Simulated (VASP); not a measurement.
CuI, 2 atoms in the cell. The structure is cubic, space group Fm-3m (No. 225). The conventional cell has a = 5.636 Å, b = 5.636 Å, c = 5.636 Å, α = 90.00°, β = 90.00°, γ = 90.00°. Within 3.7 Å of Cu (site symmetry m-3m) lie 6 I at 2.82 Å. Within 3.7 Å of I (site symmetry m-3m) lie 6 Cu at 2.82 Å. 

- Program: VASP 6.6.1
- Task: vibrations by perturbation theory
- Functional: LDA
- Potentials or basis: VASP PAW LDA potentials, release 64 (Cu, I)
- Cutoff: 520 eV
- k mesh: 14 × 14 × 14
- Occupations: fermi-dirac, width 0.15 eV
- Spin: no spin polarisation
- Dipole correction: no
- Further INCAR settings: ALGO = Normal; EDIFF = 1e-08; IBRION = 8; NSW = 1

Potentials or basis: VASP PAW LDA potentials, release 64 (Cu, I).

Command:

```console
$ cat potpaw_LDA.64/Cu/POTCAR potpaw_LDA.64/I/POTCAR > POTCAR
$ mpirun -np 1 vasp_std > vasp.out
```

Hardware: 1 thread of Intel(R) Xeon(R) Platinum 8488C (Sapphire Rapids), on a shared host.

Question: Estimate the wall time of this run.

Answer: Run time: 7.3 min on 1 thread of Intel(R) Xeon(R) Platinum 8488C (Sapphire Rapids), with other jobs on the host, peak memory 0.44 GiB. Counts: scf iterations 48, k points 104.
